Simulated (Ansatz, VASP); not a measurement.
Two plane-wave programs on InTe4W

Contents of INCAR:

```
PREC = Accurate ; ENCUT = 600
EDIFF = 1E-6 ; ISMEAR = 0
SIGMA = 0.1 ; LREAL = False
LASPH = True ; NELM = 60
ALGO = Normal ; ISIF = 3
LWAVE = False ; LCHARG = False
GGA = PE ; IBRION = 2
NSW = 90 ; EDIFFG = -0.04
```

Contents of KPOINTS:

```
Automatic mesh
0
Gamma
  4 4 2
```

The input POSCAR:

```
InTe4W
1.0
    3.7767528200      0.0000000000      0.0000000000
    0.0000000000      3.7767528200      0.0000000000
    0.0000000000      0.0000000000     13.2088051600
In Te W
1 4 1
Direct
    0.0000000000      0.0000000000      0.0000000000
    0.5000000000      0.5000000000      0.1703388400
    0.0000000000      0.0000000000      0.6526067300
    0.0000000000      0.0000000000      0.3473932700
    0.5000000000      0.5000000000      0.8296611600
    0.5000000000      0.5000000000      0.5000000000
```

Input for Ansatz:

```yaml
crystal:
  lattice:
    - [3.77675282, 0.0, 0.0]
    - [0.0, 3.77675282, 0.0]
    - [0.0, 0.0, 13.20880516]
  atoms:
    - { symbol: In, position: [0.0, 0.0, 0.0] }
    - { symbol: Te, position: [0.5, 0.5, 0.17033884] }
    - { symbol: Te, position: [0.0, 0.0, 0.65260673] }
    - { symbol: Te, position: [0.0, 0.0, 0.34739327] }
    - { symbol: Te, position: [0.5, 0.5, 0.82966116] }
    - { symbol: W, position: [0.5, 0.5, 0.5] }
basis:
  ecutwfc: 420
kpoints:
  mp_grid: { grid: [4, 4, 2] }
hamiltonian:
  xc: pbe
scf:
  occupations: { method: gaussian, width: 0.1 }
  lower_state_search: "off"
output:
  forces: true
  stress: true
  eigenvalues: true
relax:
  adjacent_minimum: "off"
  f_tol: 0.04
  max_steps: 70
  cell: { stress_tol: 0.4 }
```

Change from the starting cell: species swapped into the Hf4AgPd type (P4/mmm, No. 123).

Alike in both runs: task relaxation of cell and atoms; functional PBE; k mesh 4 × 4 × 2; occupations gaussian, width 0.1 eV; no spin polarisation.

|  | VASP | Ansatz |
| --- | --- | --- |
| version | VASP 6.6.1 | Ansatz 0.2.0 |
| potentials or method | VASP PAW PBE potentials, release 64 (In_d, Te, W_sv), cutoff 600 eV | scalar-relativistic, plane waves, PAW |
| valence electrons in the cell | 51 | 91 |

|  | VASP | Ansatz | Ansatz less VASP |
| --- | --- | --- | --- |
| gap on the k mesh at the Fermi level, each at its own relaxed structure (eV) | none | none | - |
| relaxed volume (Å³/atom) | 27.49 | 27.30 | -0.192 |
| relaxed cell length with the largest relative difference (Å) | 15.021 | 14.932 | -0.0896 |

A gap of «none» marks a metal or a gap that the smearing closes. VASP's potentials hold 51 valence electrons a cell and Ansatz's 91, so a difference there can come from the potentials and not from the codes.

The k mesh is coarse, so the values compare programs but aren't converged. Neither program's run includes spin-orbit coupling.
